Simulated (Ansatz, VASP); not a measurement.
# SnO2: VASP beside Ansatz

```
Sn O
1.0
     3.21157    0.00000    0.00000
    -1.60579    2.78130    0.00000
     0.00000    0.00000    9.56705
Sn O
2 4
Direct
  0.00000 0.00000 0.50000
  0.00000 0.00000 0.00000
  0.66667 0.33333 0.40187
  0.66667 0.33333 0.09813
  0.33333 0.66667 0.59813
  0.33333 0.66667 0.90187
```

Change from the starting cell: strain -0.0750 x Voigt [0, 0, 1, 0, 0, 0], atoms carried along.

Alike in both runs: task single point; functional PBE; dispersion D3(BJ); k mesh 12 × 12 × 4; occupations gaussian, width 0.05 eV; no spin polarisation.

```csv
,VASP,Ansatz
version,VASP 6.6.1,Ansatz 0.2.0
potentials or method,"VASP PAW PBE potentials, release 64 (Sn_d, O), cutoff 520 eV","scalar-relativistic, plane waves, PAW"
valence electrons in the cell,52,52
```

```tsv
	VASP	Ansatz	Ansatz less VASP
gap on the k mesh at the Fermi level (eV)	1.89	1.91	+0.022
least direct gap on the mesh (eV)	2.40	2.42	+0.012
pressure (GPa)	7.9	7.3	-0.64
traceless stress, the component that is largest in VASP (GPa)	1.55	1.99	+0.441
rms of the force components (eV/Å)	0.482	0.457	-0.0247
```

Atom by atom the forces differ by 0.025 eV/Å (rms over components).
